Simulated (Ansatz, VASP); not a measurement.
**One calculation of InAs, two programs**

```xyz
4
Lattice="3.9653 0.0000 0.0000 -1.9827 3.4341 0.0000 0.0000 0.0000 6.8489" Properties=species:S:1:pos:R:3 pbc="T T T"
In    0.0000    0.0000    0.0000
In    0.0000    0.0000    3.4244
As    0.0000    2.2894    1.7122
As    1.9827    1.1447    5.1367
```

Alike in both runs: task single point; functional PBEsol; k mesh 6 × 6 × 4; no spin polarisation.

|  | VASP | Ansatz |
| --- | --- | --- |
| version | VASP 6.6.1 | Ansatz 0.2.0 |
| potentials or method | VASP PAW PBE potentials, release 64 (In_d, As) | plane waves |
| plane-wave cutoff (eV) | 500 | 420 |
| occupations | methfessel-paxton of order 1, width 0.001 eV | cold, width 0.001 eV |
| valence electrons in the cell | 36 | 56 |

Ansatz gave:

| Item | Value |
| --- | --- |
| pressure (GPa) | -1.1 |
| traceless stress, the component that is largest in VASP (GPa) | 0.70 |

Estimate VASP's values.

pressure (GPa): -1.0; traceless stress, the component that is largest in VASP (GPa): 0.71.

VASP's potentials were made for PBE, not for PBEsol. VASP's potentials hold 36 valence electrons a cell and Ansatz's 56, so a difference there can come from the potentials and not from the codes.
